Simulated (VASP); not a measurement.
Runs of VASP 6.6.1 on SiO2. The structure is that of space group P4_2/mnm (No. 136), or close to it. The cells are those of the table. 

```csv
task,cell,k mesh,cutoff (eV),smearing,gap on the mesh (eV),pressure (GPa),largest force (eV/Å)
single point,"a = 4.449, b = 4.449, c = 2.992 Å, 6 atoms",4 × 4 × 6,520,gaussian 0.1 eV,(c),-49.2,0.52
single point,"a = 4.186, b = 4.186, c = 2.668 Å, 6 atoms",6 × 6 × 8,520,gaussian 0.02 eV,6.51,0.4,0.03
relaxation of cell and atoms,"relaxed from a = 4.449, b = 4.449, c = 2.992 Å, 6 atoms",4 × 4 × 6,600,gaussian 0.1 eV,6.51,0.2,0.02
single point,"a = 4.184, b = 4.184, c = 2.668 Å, 6 atoms",4 × 4 × 6,520,gaussian 0.1 eV,(b),0.7,(a)
```

Alike in all rows: level r2SCAN; potentials or basis VASP PAW PBE potentials, release 64 (Si, O); no spin polarisation.

Problem. Fill in the values left out.

Solution. (a) 0.06; (b) 6.53; (c) 2.40.

Caveats: the PAW data sets were made with another functional, which shifts forces and pressure a little; the relaxation stopped at a loose force limit of 0.05 eV/Å, so its end isn't a converged minimum (some runs).

A k mesh can miss the band edges.
